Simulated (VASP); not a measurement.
# SnO2 in VASP: notebook, part 2 of 2

VASP 6.6.1. The steps go on from the part before.

**4. Single point, r2SCAN**

This run uses another cell than the first one, of the same volume but with other edges.

Contents of POSCAR:

```
SnO2
1.0
    4.8250291939      0.0000000000      0.0000000000
    0.0000000000      4.8252719900      0.0000000000
    0.0000000000      0.0000000000      3.1147790951
Sn O
2 4
Direct
    0.5000000000      0.5000000000      0.5000000000
    0.0000000000      0.0000000000      0.0000000000
    0.3058623572      0.3059582262      0.0000000000
    0.8058623572      0.1940417738      0.5000000000
    0.1941376428      0.8059582262      0.5000000000
    0.6941376428      0.6940417738      0.0000000000
```

Contents of INCAR.step1:

```
PREC     = Accurate       # precision mode
ENCUT    = 520            # plane-wave cutoff, eV
ISMEAR   = 0              # smearing method
SIGMA    = 0.05           # smearing width, eV
LREAL    = F              # projectors in reciprocal space
LASPH    = T              # aspherical terms in the spheres
NELM     = 60             # most SCF steps
NBANDS   = 35             # bands
GGA      = PE             # functional
ALGO     = Normal         # electronic algorithm
EDIFF    = 1E-4           # SCF threshold, eV
LWAVE    = T              # write WAVECAR
LCHARG   = F              # write CHGCAR
```

Contents of INCAR.step2:

```
PREC     = Accurate       # precision mode
ENCUT    = 520            # plane-wave cutoff, eV
EDIFF    = 1E-6           # SCF threshold, eV
ISMEAR   = 0              # smearing method
SIGMA    = 0.05           # smearing width, eV
LREAL    = F              # projectors in reciprocal space
LASPH    = T              # aspherical terms in the spheres
NELM     = 60             # most SCF steps
ALGO     = Normal         # electronic algorithm
ISIF     = 2              # what is computed and relaxed
LWAVE    = F              # write WAVECAR
LCHARG   = F              # write CHGCAR
METAGGA  = R2SCAN         # meta-GGA
LMIXTAU  = T            
NBANDS   = 35             # bands
ISTART   = 1
```

Contents of KPOINTS:

```
Automatic mesh
0
Gamma
  6 6 10
```

Potentials or basis: VASP PAW PBE potentials, release 64 (Sn_d, O).

Started as:

```console
cat potpaw_PBE.64/Sn_d/POTCAR potpaw_PBE.64/O/POTCAR > POTCAR
cp INCAR.step1 INCAR
mpirun -np 1 vasp_std > vasp.out
cp INCAR.step2 INCAR
mpirun -np 1 vasp_std > vasp.out
```

OUTCAR:

```text
PREC = Accurate
   ENCUT = 520
   EDIFF = 1E-6
   ISMEAR = 0
   LREAL = F
   LASPH = T
   NELM = 60
   ISIF = 2
   METAGGA = R2SCAN
   ISTART = 1

 ion  position               nearest neighbor table
   1  0.500  0.500  0.500-   3 2.04   6 2.04   3 2.04   6 2.04   5 2.09   4 2.09   2 3.75   2 3.75
                             2 3.75   2 3.75   2 3.75   2 3.75   2 3.75   2 3.75
   2  0.000  0.000  0.000-   4 2.04   5 2.04   4 2.04   5 2.04   3 2.09   6 2.09   1 3.75   1 3.75
                             1 3.75   1 3.75   1 3.75   1 3.75   1 3.75   1 3.75
   3  0.306  0.306  0.000-   1 2.04   1 2.04   2 2.09
   4  0.806  0.194  0.500-   2 2.04   2 2.04   1 2.09
   5  0.194  0.806  0.500-   2 2.04   2 2.04   1 2.09
   6  0.694  0.694  0.000-   1 2.04   1 2.04   2 2.09

  LATTYP: Found a simple orthorhombic cell.
 ALAT       =     3.1147790951
 B/A-ratio  =     1.5490758884
 C/A-ratio  =     1.5491538381

  Lattice vectors:

 A1 = (   0.0000000000,   0.0000000000,   3.1147790951)
 A2 = (   4.8250291939,   0.0000000000,   0.0000000000)
 A3 = (   0.0000000000,   4.8252719900,   0.0000000000)

Analysis of symmetry for initial positions (statically):
=====================================================================
 Subroutine PRICEL returns:
 Original cell was already a primitive cell.

 Routine SETGRP: Setting up the symmetry group for a
 simple orthorhombic supercell.

 Subroutine GETGRP returns: Found  8 space group operations
 (whereof  4 operations were pure point group operations)
 out of a pool of  8 trial point group operations.

The static configuration has the point symmetry C_2h.
 The point group associated with its full space group is D_2h.

Analysis of symmetry for dynamics (positions and initial velocities):
=====================================================================
 Subroutine PRICEL returns:
 Original cell was already a primitive cell.

 Routine SETGRP: Setting up the symmetry group for a
 simple orthorhombic supercell.

 Subroutine GETGRP returns: Found  8 space group operations
 (whereof  4 operations were pure point group operations)
 out of a pool of  8 trial point group operations.

The dynamic configuration has the point symmetry C_2h.
 The point group associated with its full space group is D_2h.

 Subroutine INISYM returns: Found  8 space group operations
 (whereof  4 operations are pure point group operations),
 and found     1 'primitive' translations

----------------------------------------------------------------------------------------

                                     Primitive cell

  volume of cell :      72.5185

  direct lattice vectors                    reciprocal lattice vectors
     4.825029194  0.000000000  0.000000000     0.207252632  0.000000000  0.000000000
     0.000000000  4.825271990  0.000000000     0.000000000  0.207242204  0.000000000
     0.000000000  0.000000000  3.114779095     0.000000000  0.000000000  0.321050055

  length of vectors
     4.825029194  4.825271990  3.114779095     0.207252632  0.207242204  0.321050055

  position of ions in fractional coordinates (direct lattice)
     0.500000000  0.500000000  0.500000000
     0.000000000  0.000000000  0.000000000
     0.305862357  0.305958226  0.000000000
     0.805862357  0.194041774  0.500000000
     0.194137643  0.805958226  0.500000000
     0.694137643  0.694041774  0.000000000
[... 41 lines left out ...]
  0.500000  0.000000  0.000000      1.000000
  0.000000  0.166667  0.000000      2.000000
  0.166667  0.166667  0.000000      4.000000
[... 16 lines left out ...]
  0.333333  0.166667  0.100000      8.000000
  0.500000  0.166667  0.100000      4.000000
 [... further k-points ...]
   k-points           NKPTS =     96   k-points in BZ     NKDIM =     96   number of bands    NBANDS=     35
   number of dos      NEDOS =    301   number of ions     NIONS =      6
   total plane-waves  NPLWV =  31104
   dimension x,y,z NGX =    36 NGY =   36 NGZ =   24
   dimension x,y,z NGXF=    72 NGYF=   72 NGZF=   48
   ions per type =               2   4
   NGX,Y,Z   is equivalent  to a cutoff of  12.40, 12.40, 12.81 a.u.
   NGXF,Y,Z  is equivalent  to a cutoff of  24.81, 24.81, 25.62 a.u.
 SYSTEM =  unknown system
   PREC   = accura    normal or accurate (medium, high low for compatibility)
   ISTART =      1    job   : 0-new  1-cont  2-samecut
   ICHARG =      0    charge: 1-file 2-atom 10-const
   ISPIN  =      1    spin polarized calculation?
   LNONCOLLINEAR =      F non collinear calculations
   LSORBIT =      F    spin-orbit coupling
   LASPH  =      T    aspherical Exc in radial PAW
   ENCUT  =  520.0 eV  38.22 Ry    6.18 a.u.   8.97  8.97  5.79*2*pi/ulx,y,z
   NELM   =     60;   NELMIN=  2; NELMDL=  0     # of ELM steps
   EDIFF  = 0.1E-05   stopping-criterion for ELM
   LREAL  =      F    real-space projection
   EDIFFG = 0.1E-04   stopping-criterion for IOM
   NSW    =      0    number of steps for IOM
   IBRION =     -1    ionic relax: 0-MD 1-quasi-New 2-CG
   NFREE  =      0    steps in history (QN), initial steepest desc. (CG)
   ISIF   =      2    stress and relaxation
   ISYM   =      2    0-nonsym 1-usesym 2-fastsym
   POTIM  = 0.5000    time-step for ionic-motion
   TEBEG  =    0.0;   TEEND  =   0.0 temperature during run
   PSTRESS=    0.0 pullay stress
   NELECT =      52.0000    total number of electrons
   NUPDOWN=      -1.0000    fix difference up-down
   EMIN   =  10.00;   EMAX   =-10.00  energy-range for DOS
   EFERMI =   0.00;   METHOD = LEGACY
   ISMEAR =     0;   SIGMA  =   0.05  broadening in eV -4-tet -1-fermi 0-gaus
   EFERMI_NEDOS =   21; number of points for ismear=-14 and -15
   IALGO  =     38    algorithm
   IMIX   =      4    mixing-type and parameters
     AMIX     =   0.40;   BMIX     =  1.00
     AMIX_MAG =   1.60;   BMIX_MAG =  1.00
  volume/ion in A,a.u.               =      12.09        81.56
  Fermi-wavevector in a.u.,A,eV,Ry     =   1.465299  2.769014 29.213088  2.147101
  Thomas-Fermi vector in A             =   2.581173
   LORBIT       =      0    0 simple, 1 ext, 2 COOP (PROOUT), +10 PAW based schemes
   METAGGA = R2SCAN    functional components
   LHFCALC =     F    Hartree Fock is set to
   AEXX    =    0.0000 exact exchange contribution
   IVDW    =     0    specifies the selected vdW correction
   LEPSILON=     F    determine dielectric tensor
   LRPA    =     F    only Hartree local field effects (RPA)
 non-spin polarized calculation
 Gauss-broadening in eV      SIGMA  =   0.05
  energy-cutoff  :      520.00
  volume of cell :       72.52
 maximum number of plane-waves:      1976
 NGX is ok and might be reduce to    36

 number of electron      52.0000002 magnetization

 Free energy of the ion-electron system (eV)
  ---------------------------------------------------
  ext. energy  EPLUGINS =         0.00000000
  ---------------------------------------------------
  free energy    TOTEN  =       -84.55988571 eV

  energy without entropy =      -84.55988571  energy(sigma->0) =      -84.55988571

 E-fermi :   5.8122     XC(G=0): -11.9529

 val. band max:        5.5365556503   @ k =   0.0000   0.0000   0.0000
 cond. band min:       7.4684194982   @ k =   0.0000   0.0000   0.0000
 fundamental gap:      1.9318638478
 Fermi energy:         5.8122102533

 k-point     1 :       0.0000    0.0000    0.0000
  band No.  band energies     occupation
      1     -16.2322      2.00000
      2     -15.4113      2.00000
      3     -14.9781      2.00000
      4     -14.9781      2.00000
      5     -14.9576      2.00000
      6     -14.8401      2.00000
[... 901 lines left out ...]
     34      18.5602      0.00000
     35      19.2736      0.00000

 [... further k-points ...]

------------------------ aborting loop because EDIFF is reached ----------------------------------------

  FORCE on cell =-STRESS in cart. coord.  units (eV):
  Direction    XX          YY          ZZ          XY          YZ          ZX
  --------------------------------------------------------------------------------------
  -------------------------------------------------------------------------------------
  Total       -0.2734120     -0.2735665      4.6830992     -0.0000000      0.0000000      0.0000000
  in kB       -6.0405883     -6.0440007    103.4653533     -0.0000000      0.0000000      0.0000000
  external PRESSURE =      30.4602548 kB  Pullay stress =       0.0000000 kB

 VOLUME and BASIS-vectors are now :
 -----------------------------------------------------------------------------
  energy-cutoff  :      520.00
  volume of cell :       72.52
      direct lattice vectors                 reciprocal lattice vectors
     4.825029194  0.000000000  0.000000000     0.207252632  0.000000000  0.000000000
     0.000000000  4.825271990  0.000000000     0.000000000  0.207242204  0.000000000
     0.000000000  0.000000000  3.114779095     0.000000000  0.000000000  0.321050055

 POSITION                                       TOTAL-FORCE (eV/Angst)
 -----------------------------------------------------------------------------------
      2.41251      2.41264      1.55739        -0.000000      0.000000      0.000000
      0.00000      0.00000      0.00000        -0.000000      0.000000      0.000000
      1.47579      1.47633      0.00000        -0.123100     -0.123355      0.000000
      3.88831      0.93630      1.55739        -0.123100      0.123355      0.000000
      0.93672      3.88897      1.55739         0.123100     -0.123355      0.000000
      3.34923      3.34894      0.00000         0.123100      0.123355      0.000000
 -----------------------------------------------------------------------------------
    total drift:                                0.000000      0.000000      0.000000

  FREE ENERGIE OF THE ION-ELECTRON SYSTEM (eV)
  ---------------------------------------------------
  free  energy   TOTEN  =       -84.5598857068 eV

  energy  without entropy=      -84.5598857068  energy(sigma->0) =      -84.55988571
```

Run time: 21 min. Hardware: 1 thread of Oxide Virtual Turin-like, shared host; peak memory 0.28 GiB.

Results:

```
Free energy            : -84.5599 eV
Pressure               : 3.0 GPa
Largest force          : 0.174 eV/Å
Band gap on the k mesh : 1.93 eV, direct
```

Forces in eV/Å, atoms in the order of the input:
```
Sn   0.000  0.000  0.000
Sn   0.000  0.000  0.000
O   -0.123 -0.123  0.000
O   -0.123  0.123  0.000
O    0.123 -0.123  0.000
O    0.123  0.123  0.000
```

Stress tensor (GPa, compression positive):
```
-0.60  0.00  0.00
 0.00 -0.60  0.00
 0.00  0.00 10.35
```

Levels at points of the mesh, in eV from the valence-band top:
```csv
k point,band 23,band 24,band 25,band 26,band 27,band 28,band 29,band 30
"(0.00, 0.00, 0.00)",-1.11,-0.83,-0.83,0.00,1.93,7.22,7.35,7.35
"(0.50, 0.00, 0.00)",-1.07,-1.07,-0.67,-0.67,5.06,5.06,8.14,8.14
"(0.00, 0.50, 0.00)",-1.07,-1.07,-0.67,-0.67,5.06,5.06,8.14,8.14
"(0.50, 0.50, 0.00)",-1.17,-1.17,-1.00,-1.00,5.59,5.59,8.44,8.44
"(0.00, 0.00, 0.50)",-1.65,-1.65,-1.27,-1.27,6.93,6.93,10.40,10.40
"(0.50, 0.00, 0.50)",-1.14,-1.14,-0.77,-0.77,7.16,7.16,8.63,8.63
"(0.00, 0.50, 0.50)",-1.14,-1.14,-0.77,-0.77,7.16,7.16,8.63,8.63
"(0.50, 0.50, 0.50)",-1.00,-1.00,-0.91,-0.91,5.49,5.49,9.63,9.63
```

Caveat: the PAW data sets were made with another functional, which shifts forces and pressure a little; spin-orbit coupling is left out, which moves the levels of the heavy elements.

**5. Single point, r2SCAN**

This run uses another cell than the first one, of the same volume but with other edges.

POSCAR: that of step 4 with these lines changed.

```diff
@@ -2,5 +2,5 @@
 1.0
-    4.8250291939      0.0000000000      0.0000000000
-    0.0000000000      4.8252719900      0.0000000000
-    0.0000000000      0.0000000000      3.1147790951
+    4.6830334159      0.0000000000      0.0000000000
+    0.0000000000      4.6832690668      0.0000000000
+    0.0000000000      0.0000000000      3.3065312275
 Sn O
```

Contents of INCAR.step1:

```
SYSTEM = SnO2
PREC = Accurate
ENCUT = 520
ISMEAR = 0
SIGMA = 0.05
LREAL = .False.
LASPH = .True.
NELM = 100
NBANDS = 35
GGA = PE
ALGO = Normal
EDIFF = 1E-4
LWAVE = .True.
LCHARG = .False.
```

Contents of INCAR.step2:

```
SYSTEM = SnO2
PREC = Accurate
ENCUT = 520
EDIFF = 1E-6
ISMEAR = 0
SIGMA = 0.05
LREAL = .False.
LASPH = .True.
NELM = 100
ALGO = Normal
ISIF = 2
LWAVE = .False.
LCHARG = .False.
METAGGA = R2SCAN
LMIXTAU = .True.
NBANDS = 35
ISTART = 1
```

Contents of KPOINTS:

```
regular mesh
0
Gamma
  6 6 10
  0 0 0
```

Started as:

```console
cat potpaw_PBE.64/Sn_d/POTCAR potpaw_PBE.64/O/POTCAR > POTCAR
cp INCAR.step1 INCAR
mpirun -np 1 vasp_std > vasp.out
cp INCAR.step2 INCAR
mpirun -np 1 vasp_std > vasp.out
```

Wall time 25 min (1 thread of Oxide Virtual Turin-like, shared host); peak memory 0.28 GiB.

Results (log left out):

```
Free energy            : -84.5531 eV
Pressure               : -0.5 GPa
Largest force          : 0.156 eV/Å
Band gap on the k mesh : 1.65 eV, direct
```

Forces on the atoms (eV/Å):
```
Sn   0.000  0.000  0.000
Sn   0.000  0.000  0.000
O    0.111  0.110  0.000
O    0.111 -0.110  0.000
O   -0.111  0.110  0.000
O   -0.111 -0.110  0.000
```

Stress tensor (GPa, compression positive):
```
 3.07  0.00  0.00
 0.00  3.07  0.00
 0.00  0.00 -7.59
```

Levels at points of the mesh, in eV from the valence-band top:
```tsv
k point	band 22	band 23	band 24	band 25	band 26	band 27	band 28	band 29	band 30	band 31
(0.00, 0.00, 0.00)	-1.31	-1.31	-0.71	-0.71	0.00	1.65	6.37	6.71	6.71	10.89
(0.50, 0.00, 0.00)	-1.93	-1.24	-1.24	-0.57	-0.57	4.95	4.95	7.46	7.46	12.18
(0.00, 0.50, 0.00)	-1.93	-1.24	-1.24	-0.57	-0.57	4.95	4.95	7.46	7.46	12.18
(0.50, 0.50, 0.00)	-2.00	-1.41	-1.41	-0.80	-0.80	5.28	5.28	8.00	8.00	12.13
(0.00, 0.00, 0.50)	-2.55	-1.67	-1.67	-1.23	-1.23	6.78	6.78	10.64	10.64	10.97
(0.50, 0.00, 0.50)	-1.71	-1.05	-1.05	-0.57	-0.57	7.13	7.13	9.08	9.08	11.46
(0.00, 0.50, 0.50)	-1.71	-1.05	-1.05	-0.57	-0.57	7.13	7.13	9.08	9.08	11.46
(0.50, 0.50, 0.50)	-2.12	-0.89	-0.89	-0.76	-0.76	5.55	5.55	9.69	9.69	11.46
```

Caveat: the PAW data sets were made with another functional, which shifts forces and pressure a little; spin-orbit coupling is left out, which moves the levels of the heavy elements.

**6. The runs side by side**

| cell | gap on the mesh (eV) | pressure (GPa) | largest force (eV/Å) |
| --- | --- | --- | --- |
| a = 4.894, b = 4.894, c = 3.028 Å, 6 atoms | 2.08 | 5.6 | 0.32 |
| a = 4.611, b = 4.611, c = 3.411 Å, 6 atoms | 1.56 | -1.2 | 0.35 |
| a = 4.825, b = 4.825, c = 3.115 Å, 6 atoms | 1.93 | 3.0 | 0.17 |
| a = 4.683, b = 4.683, c = 3.307 Å, 6 atoms | 1.65 | -0.5 | 0.16 |

Alike in all rows: task single point; level r2SCAN; potentials or basis VASP PAW PBE potentials, release 64 (Sn_d, O); no spin polarisation; k mesh 6 × 6 × 10; cutoff (eV) 520; smearing gaussian 0.05 eV.

Caveats: the PAW data sets were made with another functional, which shifts forces and pressure a little; spin-orbit coupling is left out, which moves the levels of the heavy elements.

Absolute energies hang on the potentials; compare differences alone.
